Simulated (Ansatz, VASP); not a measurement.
# ZnS in VASP and in Ansatz

The input INCAR:

```
ALGO = Normal
EDIFF = 1E-6
ENCUT = 520
GGA = PE
ISIF = 2
ISMEAR = 0
LASPH = T
LCHARG = F
LREAL = F
LWAVE = F
NBANDS = 26
NELM = 80
PREC = Accurate
SIGMA = 0.05
```

Contents of KPOINTS:

```
k-points
0
Gamma
  9 9 6
```

The input POSCAR:

```
ZnS
1.0
    3.5750203452      0.0000000000      0.0000000000
   -1.7875101726      3.0960584380      0.0000000000
    0.0000000000      0.0000000000      6.4185915278
Zn S
2 2
Direct
    0.3333333333      0.6666666667      0.0052003725
    0.6666666667      0.3333333333      0.5052003725
    0.3333333333      0.6666666667      0.3797996275
    0.6666666667      0.3333333333      0.8797996275
```

Input for Ansatz:

```yaml
crystal:
  lattice:
    - [3.5750203452, 0.0, 0.0]
    - [-1.7875101726, 3.096058438, 0.0]
    - [0.0, 0.0, 6.4185915278]
  atoms:
    - { symbol: Zn, position: [0.3333333333, 0.6666666667, 0.0052003725] }
    - { symbol: Zn, position: [0.6666666667, 0.3333333333, 0.5052003725] }
    - { symbol: S, position: [0.3333333333, 0.6666666667, 0.3797996275] }
    - { symbol: S, position: [0.6666666667, 0.3333333333, 0.8797996275] }
basis:
  ecutwfc: 520.0
kpoints:
  mp_grid: { grid: [9, 9, 6] }
hamiltonian:
  xc: pbe
scf:
  occupations: { method: gaussian, width: 0.05 }
output:
  forces: true
  stress: true
  eigenvalues: true
```

Alike in both runs: task single point; functional PBE; k mesh 9 × 9 × 6; occupations gaussian, width 0.05 eV; no spin polarisation.

|  | VASP | Ansatz |
| --- | --- | --- |
| version | VASP 6.6.1 | Ansatz 0.2.0 |
| potentials or method | VASP PAW PBE potentials, release 64 (Zn, S), cutoff 520 eV | scalar-relativistic, plane waves, PAW |
| valence electrons in the cell | 36 | 36 |

Ansatz gave:

```
gap on the k mesh at the Fermi level (eV)                     : 2.20
least direct gap on the mesh (eV)                             : 2.20
pressure (GPa)                                                : 12.9
traceless stress, the component that is largest in VASP (GPa) : -10.90
rms of the force components (eV/Å)                            : 0.482
```

Question: Estimate VASP's values.

Answer: gap on the k mesh at the Fermi level (eV): 2.21; least direct gap on the mesh (eV): 2.21; pressure (GPa): 13.1; traceless stress, the component that is largest in VASP (GPa): -10.94; rms of the force components (eV/Å): 0.488.

Atom by atom the forces differ by 0.006 eV/Å (rms over components).
